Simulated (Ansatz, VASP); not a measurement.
## CdSe in VASP and in Ansatz

The input INCAR:

```
SYSTEM = CdSe
ALGO = Normal ; EDIFF = 1E-6
ENCUT = 520 ; GGA = PE
ISIF = 2 ; ISMEAR = 0
LASPH = .TRUE. ; LCHARG = .FALSE.
LREAL = .FALSE. ; LWAVE = .FALSE.
NBANDS = 26 ; NELM = 100
PREC = Accurate ; SIGMA = 0.05
```

KPOINTS

```
k-points
0
G
  6 6 4
  0 0 0
```

File POSCAR:

```
CdSe
1.0
    4.2984999142      0.0000000000      0.0000000000
   -2.1492499571      3.7226101239      0.0000000000
    0.0000000000      0.0000000000      7.0152000000
Cd Se
2 2
Direct
    0.5619789828      0.3333333333     -0.0641464249
    0.3333333333      0.6666666667      0.5000000000
    0.6666666667      0.3333333333      0.3750000000
    0.3333333333      0.6666666667      0.8750000000
```

Input for Ansatz:

```yaml
crystal:
  lattice:
    - [4.2984999142, 0.0, 0.0]
    - [-2.1492499571, 3.7226101239, 0.0]
    - [0.0, 0.0, 7.0152]
  atoms:
    - { symbol: Cd, position: [0.5619789828, 0.3333333333, -0.0641464249] }
    - { symbol: Cd, position: [0.3333333333, 0.6666666667, 0.5] }
    - { symbol: Se, position: [0.6666666667, 0.3333333333, 0.375] }
    - { symbol: Se, position: [0.3333333333, 0.6666666667, 0.875] }
basis:
  ecutwfc: 420
kpoints:
  mp_grid: { grid: [6, 6, 4] }
hamiltonian:
  xc: pbe
scf:
  occupations: { method: gaussian, width: 0.05 }
output:
  forces: true
  stress: true
  eigenvalues: true
```

Alike in both runs: task single point; functional PBE; k mesh 6 × 6 × 4; occupations gaussian, width 0.05 eV; no spin polarisation.

|  | VASP | Ansatz |
| --- | --- | --- |
| version | VASP 6.6.1 | Ansatz 0.2.0 |
| potentials or method | VASP PAW PBE potentials, release 64 (Cd, Se), cutoff 520 eV | scalar-relativistic, plane waves, PAW |
| valence electrons in the cell | 36 | 72 |

VASP gave:

```
gap on the k mesh at the Fermi level (eV)                     : 0.54
least direct gap on the mesh (eV)                             : 0.54
pressure (GPa)                                                : 8.7
traceless stress, the component that is largest in VASP (GPa) : -9.76
rms of the force components (eV/Å)                            : 2.733
```

**Question.** Estimate Ansatz's values.

**Answer.** gap on the k mesh at the Fermi level (eV): 0.54; least direct gap on the mesh (eV): 0.54; pressure (GPa): 8.2; traceless stress, the component that is largest in VASP (GPa): -9.44; rms of the force components (eV/Å): 2.652.

Atom by atom the forces differ by 0.082 eV/Å (rms over components). VASP's potentials hold 36 valence electrons a cell and Ansatz's 72, so a difference there can come from the potentials and not from the codes.
